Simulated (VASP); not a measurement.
Here is a VASP 6.6.1 calculation.

File INCAR:

```
PREC = Accurate ; ENCUT = 520
EDIFF = 1E-7 ; ISMEAR = -1
SIGMA = 0.02 ; LREAL = False
LASPH = True ; NELM = 100
ALGO = Normal ; ISIF = 2
LWAVE = False ; LCHARG = False
GGA = PS ; NBANDS = 16
```

The input KPOINTS:

```
regular mesh
0
Gamma
  6 6 6
```

File POSCAR:

```
AgCl
1.0
    0.0000000000      2.9433595913      2.9433595913
    2.9433595913      0.0000000000      2.9433595913
    2.9433595913      2.9433595913      0.0000000000
Ag Cl
1 1
Direct
    0.0000000000      0.0000000000      0.0000000000
    0.2500000000      0.2500000000      0.2500000000
```

Potentials or basis: VASP PAW PBE potentials, release 64 (Ag, Cl).

Run with:

```console
$ cat potpaw_PBE.64/Ag/POTCAR potpaw_PBE.64/Cl/POTCAR > POTCAR
$ mpirun -np 1 vasp_std > vasp.out
```

(1) What does it give for the pressure?

(2) Estimate the band gap on the k mesh.

Results:

(1) -0.1 GPa.

(2) 1.03 eV.

Caveat: the PAW data sets were made with another functional, which shifts forces and pressure a little.
